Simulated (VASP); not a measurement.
Set up this calculation in VASP 6.6.1, as the native input.

```
Task                   : relaxation of cell and atoms
Functional             : PBE
Potentials or basis    : VASP PAW PBE potentials, release 64 (Ho_3, Nb_sv, I), 4f in core
Cutoff                 : 500 eV
k mesh                 : 8 × 8 × 8
Occupations            : gaussian, width 0.1 eV
Spin                   : no spin polarisation
Dipole correction      : no
Further INCAR settings : ALGO = Normal; EDIFF = 1e-07; IBRION = 2; EDIFFG = -0.01; NSW = 100; ISIF = 3
```

The structure of HoNb3I lies in POSCAR:

```
HoNb3I
1.0
    5.0680661806      0.0000000000      0.0000000000
    0.0000000000      5.0680661806      0.0000000000
    0.0000000000      0.0000000000      5.0680661806
Ho Nb I
1 3 1
Direct
    0.0000000000      0.0000000000      0.0000000000
    0.5000000000      0.0000000000      0.0000000000
    0.0000000000      0.5000000000      0.0000000000
    0.0000000000      0.0000000000      0.5000000000
    0.5000000000      0.5000000000      0.5000000000
```

The cell was generated, and may not be a known phase.

The input as run:

INCAR

```
PREC = Accurate
ENCUT = 500
EDIFF = 1E-7
ISMEAR = 0
SIGMA = 0.1
LREAL = False
LASPH = True
NELM = 200
ALGO = Normal
ISIF = 3
LWAVE = False
LCHARG = False
GGA = PE
IBRION = 2
NSW = 100
EDIFFG = -0.01
GGA_COMPAT = False
NELMIN = 4
LMAXMIX = 6
```

KPOINTS

```
regular mesh
0
Gamma
  8 8 8
```

Potentials or basis: VASP PAW PBE potentials, release 64 (Ho_3, Nb_sv, I), 4f in core.

The run is started by

```sh
$ cat potpaw_PBE.64/Ho_3/POTCAR potpaw_PBE.64/Nb_sv/POTCAR potpaw_PBE.64/I/POTCAR > POTCAR
$ mpirun -np 1 vasp_std > vasp.out
```

Results of the run:

- Relaxed volume: 25.99 Å³/atom
- Relaxed cell: a = 5.065 Å, b = 5.065 Å, c = 5.065 Å, α = 90.00°, β = 90.00°, γ = 90.00°
- Space group after relaxing (to 0.1 Å): Pm-3m (No. 221)
- Energy gained by relaxing: 0.0 meV/atom
- Ionic steps: 2
- Pressure after relaxing: 0.0 GPa
- Band gap on the k mesh: zero (an odd number of electrons rules out a gap without spin polarisation)

Caveat: spin-orbit coupling is left out, which moves the levels of the heavy elements; the 4f electrons are frozen in the core, so they carry no moment and show no levels; an odd number of electrons without spin polarisation forces a metal; a magnetic or distorted state may lie lower; the run has no spin polarisation, though such a crystal can be magnetic.

Wall time 8.7 min on 1 thread of Intel(R) Xeon(R) Platinum 8259CL CPU @ 2.50GHz (Skylake/Cascade Lake), on a shared host, peak memory 0.33 GiB.
